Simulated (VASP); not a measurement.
Write the native input for VASP 6.6.1 that does the following.

| Quantity | Value |
| --- | --- |
| Task | single point |
| Functional | r2SCAN |
| Potentials or basis | VASP PAW PBE potentials, release 64 (O) |
| Cutoff | 520 eV |
| k mesh | 6 × 6 × 6 |
| Occupations | fermi-dirac, width 0.1 eV |
| Spin | no spin polarisation |
| Dipole correction | no |
| Further INCAR settings | ALGO = Normal; EDIFF = 1e-06; NBANDS = 13 |

The system is O.

```
O
1.0
     1.42335    0.82177    3.40830
    -1.42335    0.82177    3.40830
     0.00000   -1.64354    3.40830
O
2
Direct
  0.05770 0.05770 0.05770
  0.94230 0.94230 0.94230
```

These files were run (other wordings do the same):

POSCAR

```
O
1.0
    1.4233500000      0.8217715100      3.4083000000
   -1.4233500000      0.8217715100      3.4083000000
    0.0000000000     -1.6435430100      3.4083000000
O
2
Direct
    0.0577000000      0.0577000000      0.0577000000
    0.9423000000      0.9423000000      0.9423000000
```

INCAR.step1

```
PREC = Accurate
ENCUT = 520
ISMEAR = -1
SIGMA = 0.1
LREAL = False
LASPH = True
NELM = 60
NBANDS = 13
GGA = PE
ALGO = Normal
EDIFF = 1E-4
LWAVE = True
LCHARG = False
```

INCAR.step2

```
PREC = Accurate
ENCUT = 520
EDIFF = 1E-6
ISMEAR = -1
SIGMA = 0.1
LREAL = False
LASPH = True
NELM = 60
ALGO = Normal
ISIF = 2
LWAVE = False
LCHARG = True
METAGGA = R2SCAN
LMIXTAU = True
LELF = True
LVHAR = True
NBANDS = 13
ISTART = 1
```

KPOINTS

```
regular mesh
0
Gamma
  6 6 6
```

Potentials or basis: VASP PAW PBE potentials, release 64 (O).

Run with:

```bash
$ cat potpaw_PBE.64/O/POTCAR > POTCAR
$ cp INCAR.step1 INCAR
$ mpirun -np 1 vasp_std > vasp.out
$ cp INCAR.step2 INCAR
$ mpirun -np 1 vasp_std > vasp.out
```

It gave:

* Pressure: 5.2 GPa
* Largest force: 3.806 eV/Å
* Band gap on the k mesh: zero (band 6 reaches 0.93 eV, above the bottom of band 7 at -0.22 eV)

Caveat: the k points lie up to 0.44 Å⁻¹ apart; the standard files for N, O and F lose accuracy on very short bonds; spin is off for a triplet molecule; the PAW data sets were made with another functional, which shifts forces and pressure a little.

It took 2 min on 1 thread of AMD EPYC 7R13 (shared host), peak memory 0.12 GiB.
